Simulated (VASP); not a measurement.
# BaO (Fm-3m) in VASP: a series of runs

Aim: see how the results for BaO move with the level of theory and the settings. Levels: PBE, r2SCAN. Tasks: single point.

Program: VASP 6.6.1. These are calculated values, not measurements. Logs are shortened: lines on timing, memory, paths and dates and some standing lists are left out, and cuts for length are marked.

**1. The cell of the first run**

It takes space group Fm-3m (No. 225, cubic). The conventional cell has a = 5.353 Å, b = 5.353 Å, c = 5.353 Å, α = 90.00°, β = 90.00°, γ = 90.00°. Within 3.5 Å of Ba (site symmetry m-3m) lie 6 O at 2.68 Å. O (site symmetry m-3m) has 6 Ba at 2.68 Å within 3.5 Å.

**2. Single point, PBE (strain -3.5%)**

The input, INCAR:

```
SYSTEM = BaO
PREC = Accurate ; ENCUT = 600
EDIFF = 1E-6 ; ISMEAR = -1
SIGMA = 0.02 ; LREAL = .FALSE.
LASPH = .TRUE. ; NELM = 120
ALGO = Normal ; ISIF = 2
LWAVE = .FALSE. ; LCHARG = .TRUE.
GGA = PE ; LELF = .TRUE.
LVHAR = .TRUE. ; NBANDS = 15
GGA_COMPAT = .FALSE.
```

The input, KPOINTS:

```
Automatic mesh
0
G
  8 8 8
  0 0 0
```

The input, POSCAR:

```
BaO
1.0
    0.0000000000      2.6763106605      2.6763106605
    2.6763106605      0.0000000000      2.6763106605
    2.6763106605      2.6763106605      0.0000000000
Ba O
1 1
Direct
    0.0000000000      0.0000000000      0.0000000000
    0.5000000000      0.5000000000      0.5000000000
```

Potentials or basis: VASP PAW PBE potentials, release 64 (Ba_sv, O).

The run is started by

```bash
$ cat potpaw_PBE.64/Ba_sv/POTCAR potpaw_PBE.64/O/POTCAR > POTCAR
$ mpirun -np 1 vasp_std > vasp.out
```

OUTCAR:

```text
SYSTEM = BaO
   PREC = Accurate
   ENCUT = 600
   EDIFF = 1E-6
   ISMEAR = -1
   LREAL = .FALSE.
   LASPH = .TRUE.
   NELM = 120
   ISIF = 2
   GGA = PE

 ion  position               nearest neighbor table
   1  0.000  0.000  0.000-   2 2.68   2 2.68   2 2.68   2 2.68   2 2.68   2 2.68
   2  0.500  0.500  0.500-   1 2.68   1 2.68   1 2.68   1 2.68   1 2.68   1 2.68

  LATTYP: Found a face centered cubic cell.
 ALAT       =     5.3526213210

  Lattice vectors:

 A1 = (   0.0000000000,   2.6763106605,   2.6763106605)
 A2 = (   2.6763106605,   0.0000000000,   2.6763106605)
 A3 = (   2.6763106605,   2.6763106605,   0.0000000000)

Analysis of symmetry for initial positions (statically):
=====================================================================
 Subroutine PRICEL returns:
 Original cell was already a primitive cell.

 Routine SETGRP: Setting up the symmetry group for a
 face centered cubic supercell.

 Subroutine GETGRP returns: Found 48 space group operations
[... 9 lines left out ...]

 Routine SETGRP: Setting up the symmetry group for a
 face centered cubic supercell.

 Subroutine GETGRP returns: Found 48 space group operations
[... 11 lines left out ...]
                                     Primitive cell

  volume of cell :      38.3389

  direct lattice vectors                    reciprocal lattice vectors
     0.000000000  2.676310660  2.676310660    -0.186824350  0.186824350  0.186824350
     2.676310660  0.000000000  2.676310660     0.186824350 -0.186824350  0.186824350
     2.676310660  2.676310660  0.000000000     0.186824350  0.186824350 -0.186824350

  length of vectors
     3.784874833  3.784874833  3.784874833     0.323589267  0.323589267  0.323589267

  position of ions in fractional coordinates (direct lattice)
     0.000000000  0.000000000  0.000000000
     0.500000000  0.500000000  0.500000000

  ion indices of the primitive-cell ions
   primitive index   ion index
                 1           1
                 2           2

----------------------------------------------------------------------------------------

 KPOINTS: Automatic mesh

Automatic generation of k-mesh.
 Grid dimensions read from file:
 generate k-points for:    8    8    8

 Generating k-lattice:

  Cartesian coordinates                     Fractional coordinates (reciprocal lattice)
    -0.023353044  0.023353044  0.023353044     0.125000000  0.000000000  0.000000000
     0.023353044 -0.023353044  0.023353044     0.000000000  0.125000000  0.000000000
     0.023353044  0.023353044 -0.023353044     0.000000000  0.000000000  0.125000000

  Length of vectors
[... 56 lines left out ...]
   LREAL  =      F    real-space projection
[... 7 lines left out ...]
   TEBEG  =    0.0;   TEEND  =   0.0 temperature during run
   PSTRESS=    0.0 pullay stress
   NELECT =      16.0000    total number of electrons
   NUPDOWN=      -1.0000    fix difference up-down
   EMIN   =  10.00;   EMAX   =-10.00  energy-range for DOS
   EFERMI =   0.00;   METHOD = LEGACY
   ISMEAR =    -1;   SIGMA  =   0.02  broadening in eV -4-tet -1-fermi 0-gaus
   EFERMI_NEDOS =   21; number of points for ismear=-14 and -15
   IALGO  =     38    algorithm
   IMIX   =      4    mixing-type and parameters
     AMIX     =   0.40;   BMIX     =  1.00
     AMIX_MAG =   1.60;   BMIX_MAG =  1.00
  volume/ion in A,a.u.               =      19.17       129.36
  Fermi-wavevector in a.u.,A,eV,Ry     =   1.223400  2.311890 20.363926  1.496706
  Thomas-Fermi vector in A             =   2.358512
   LORBIT       =      0    0 simple, 1 ext, 2 COOP (PROOUT), +10 PAW based schemes
   GGA     = PE    functional components
   LHFCALC =     F    Hartree Fock is set to
   AEXX    =    0.0000 exact exchange contribution
   IVDW    =     0    specifies the selected vdW correction
   LEPSILON=     F    determine dielectric tensor
   LRPA    =     F    only Hartree local field effects (RPA)
 non-spin polarized calculation
  energy-cutoff  :      600.00
  volume of cell :       38.34
 maximum number of plane-waves:      1303
   NGX = 15   NGY = 15   NGZ = 15

 number of electron      16.0000001 magnetization

 Free energy of the ion-electron system (eV)
  ---------------------------------------------------
  ext. energy  EPLUGINS =         0.00000000
  ---------------------------------------------------
  free energy    TOTEN  =       -11.58849384 eV

  energy without entropy =      -11.58849384  energy(sigma->0) =      -11.58849384

 E-fermi :   3.0880     XC(G=0): -10.1037

 val. band max:        2.6710546870   @ k =   0.5000   0.5000   0.0000
 cond. band min:       4.2293200752   @ k =   0.5000   0.5000   0.0000
 fundamental gap:      1.5582653882
 Fermi energy:         3.0880081499

 k-point     1 :       0.0000    0.0000    0.0000
  band No.  band energies     occupation
      1     -23.3412      2.00000
      2     -12.6841      2.00000
      3      -7.6114      2.00000
      4      -7.6114      2.00000
      5      -7.6114      2.00000
      6       2.0228      2.00000
      7       2.0228      2.00000
      8       2.0228      2.00000
      9       6.6548      0.00000
     10       7.2339      0.00000
     11       7.2339      0.00000
     12       7.2339      0.00000
     13       9.7724      0.00000
     14       9.7724      0.00000
[... 401 lines left out ...]
      2     -13.5138      2.00000
      3      -8.4538      2.00000
      4      -8.4363      2.00000
      5      -7.7289      2.00000
      6       0.6731      2.00000
      7       1.4695      2.00000
      8       1.5004      2.00000
      9       7.5293      0.00000
     10       8.1797      0.00000
     11      10.8543      0.00000
     12      11.0986      0.00000
     13      13.4099      0.00000
     14      15.1508      0.00000
     15      15.6254      0.00000

 [... further k-points ...]

------------------------ aborting loop because EDIFF is reached ----------------------------------------

  FORCE on cell =-STRESS in cart. coord.  units (eV):
  Direction    XX          YY          ZZ          XY          YZ          ZX
  --------------------------------------------------------------------------------------
  -------------------------------------------------------------------------------------
  Total        3.2493114      3.2493114      3.2493114     -0.0000000      0.0000000      0.0000000
  in kB      135.7882994    135.7882994    135.7882994     -0.0000000      0.0000000      0.0000000
  external PRESSURE =     135.7882994 kB  Pullay stress =       0.0000000 kB

 VOLUME and BASIS-vectors are now :
 -----------------------------------------------------------------------------
  energy-cutoff  :      600.00
  volume of cell :       38.34
      direct lattice vectors                 reciprocal lattice vectors
     0.000000000  2.676310660  2.676310660    -0.186824350  0.186824350  0.186824350
     2.676310660  0.000000000  2.676310660     0.186824350 -0.186824350  0.186824350
     2.676310660  2.676310660  0.000000000     0.186824350  0.186824350 -0.186824350

 POSITION                                       TOTAL-FORCE (eV/Angst)
 -----------------------------------------------------------------------------------
      0.00000      0.00000      0.00000        -0.000000     -0.000000     -0.000000
      2.67631      2.67631      2.67631         0.000000      0.000000      0.000000
 -----------------------------------------------------------------------------------
    total drift:                                0.000000      0.000000      0.000000

  FREE ENERGIE OF THE ION-ELECTRON SYSTEM (eV)
  ---------------------------------------------------
  free  energy   TOTEN  =       -11.5884938404 eV

  energy  without entropy=      -11.5884938404  energy(sigma->0) =      -11.58849384
```

Run time: 29 s. Hardware: 1 thread of Intel Xeon Platinum 8488C (Sapphire Rapids), shared host; peak memory 0.18 GiB.

Results:

```yaml
Free_energy: -11.5885 eV
Pressure: 13.6 GPa
Band_gap_on_the_k_mesh: 1.56 eV, direct
```

Caveat: the cell differs from its parent crystal (strain -3.5%); spin-orbit coupling is left out, which moves the levels of the heavy elements. A k mesh can miss the band edges.

**3. Single point, r2SCAN (strain -3.5%)**

POSCAR is that of step 2.

The input, INCAR.step1:

```
SYSTEM = BaO
PREC = Accurate
ENCUT = 660
ISMEAR = 0
SIGMA = 0.01
LREAL = .FALSE.
LASPH = .TRUE.
NELM = 120
NBANDS = 15
GGA = PE
ALGO = Normal
EDIFF = 1E-5
LWAVE = .TRUE.
LCHARG = .FALSE.
GGA_COMPAT = .FALSE.
```

The input, INCAR.step2:

```
SYSTEM = BaO
PREC = Accurate
ENCUT = 660
EDIFF = 1E-6
ISMEAR = 0
SIGMA = 0.01
LREAL = .FALSE.
LASPH = .TRUE.
NELM = 120
ALGO = Normal
ISIF = 2
LWAVE = .FALSE.
LCHARG = .TRUE.
METAGGA = R2SCAN
LMIXTAU = .TRUE.
LELF = .TRUE.
LVHAR = .TRUE.
NBANDS = 15
ISTART = 1
GGA_COMPAT = .FALSE.
```

KPOINTS is that of step 2.

Potentials or basis: VASP PAW PBE potentials, release 64 (Ba_sv, O).

The run is started by

```bash
$ cat potpaw_PBE.64/Ba_sv/POTCAR potpaw_PBE.64/O/POTCAR > POTCAR
$ cp INCAR.step1 INCAR
$ mpirun -np 1 vasp_std > vasp.out
$ cp INCAR.step2 INCAR
$ mpirun -np 1 vasp_std > vasp.out
```

It took 55 s on 1 thread of Intel Xeon Platinum 8488C (Sapphire Rapids), shared host; peak memory 0.19 GiB.

Results (log left out):

```
Free energy            : -37.6464 eV
Pressure               : 12.7 GPa
Band gap on the k mesh : 1.89 eV, direct
```

Levels at points of the mesh, in eV from the valence-band top:
```tsv
k point	band 4	band 5	band 6	band 7	band 8	band 9	band 10	band 11	band 12	band 13
(0.00, 0.00, 0.00)	-10.62	-10.62	-0.69	-0.69	-0.69	4.61	5.00	5.00	5.00	7.72
(0.50, 0.00, 0.00)	-10.75	-10.75	-2.43	-2.05	-2.05	5.38	7.92	7.92	9.27	11.94
(0.50, 0.50, 0.00)	-11.41	-11.41	-0.35	-0.35	0.00	1.89	6.98	9.98	10.65	10.83
```

Caveat: the cell differs from its parent crystal (strain -3.5%); the PAW data sets were made with another functional, which shifts forces and pressure a little; spin-orbit coupling is left out, which moves the levels of the heavy elements. A k mesh can miss the band edges.
